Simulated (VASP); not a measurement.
A run of VASP 6.6.1:

File INCAR:

```
ALGO = Normal
EDIFF = 1E-6
ENCUT = 500
GGA_COMPAT = False
ISIF = 2
ISMEAR = -1
LASPH = True
LCHARG = False
LREAL = False
LWAVE = False
NBANDS = 8
NELM = 120
PREC = Accurate
SIGMA = 0.05
```

The input KPOINTS:

```
k-points
0
Gamma
  8 8 8
```

POSCAR

```
Sb
1.0
    3.5020000000      0.0000000000      0.0000000000
    0.0000000000      3.5020000000      0.0000000000
    0.0000000000      0.0000000000      3.5020000000
Sb
1
Direct
    0.0000000000      0.0000000000      0.0000000000
```

Potentials or basis: VASP PAW LDA potentials, release 64 (Sb).

Run with:

```sh
$ cat potpaw_LDA.64/Sb/POTCAR > POTCAR
$ mpirun -np 1 vasp_std > vasp.out
```

Hardware: 1 thread of Intel Xeon 8259CL, with other jobs on the host.

Problem. Estimate the wall time of this run.

Solution. Run time: 12 s on 1 thread of Intel Xeon 8259CL, with other jobs on the host, peak memory 0.14 GiB. Counts: scf iterations 10, k points 35.
